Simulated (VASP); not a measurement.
A run of VASP 6.6.1:

Contents of INCAR:

```
SYSTEM = PbF2
ALGO = Normal
EDIFF = 1E-6
ENCUT = 600
GGA = PE
GGA_COMPAT = .False.
ISIF = 2
ISMEAR = 1
LASPH = .True.
LCHARG = .False.
LREAL = .False.
LWAVE = .False.
NBANDS = 21
NELM = 120
PREC = Accurate
SIGMA = 0.5
```

File KPOINTS:

```
k-points
0
Gamma
  6 6 6
  0 0 0
```

File POSCAR:

```
PbF2
1.0
    0.0000000000      2.9604388884      2.9604388884
    2.9604388884      0.0000000000      2.9604388884
    2.9604388884      2.9604388884      0.0000000000
Pb F
1 2
Direct
    0.0000000000      0.0000000000      0.0000000000
    0.2500000000      0.2500000000      0.2500000000
    0.7500000000      0.7500000000      0.7500000000
```

Potentials or basis: VASP PAW PBE potentials, release 64 (Pb_d, F).

Command:

```console
$ cat potpaw_PBE.64/Pb_d/POTCAR potpaw_PBE.64/F/POTCAR > POTCAR
$ mpirun -np 1 vasp_std > vasp.out
```

Hardware: 1 thread of Intel(R) Xeon(R) Platinum 8488C (Sapphire Rapids), on a shared host.

Q: Estimate the wall time of this run.

A: Run time: 22 s on 1 thread of Intel(R) Xeon(R) Platinum 8488C (Sapphire Rapids), on a shared host, peak memory 0.2 GiB. Counts: scf iterations 14, k points 16.
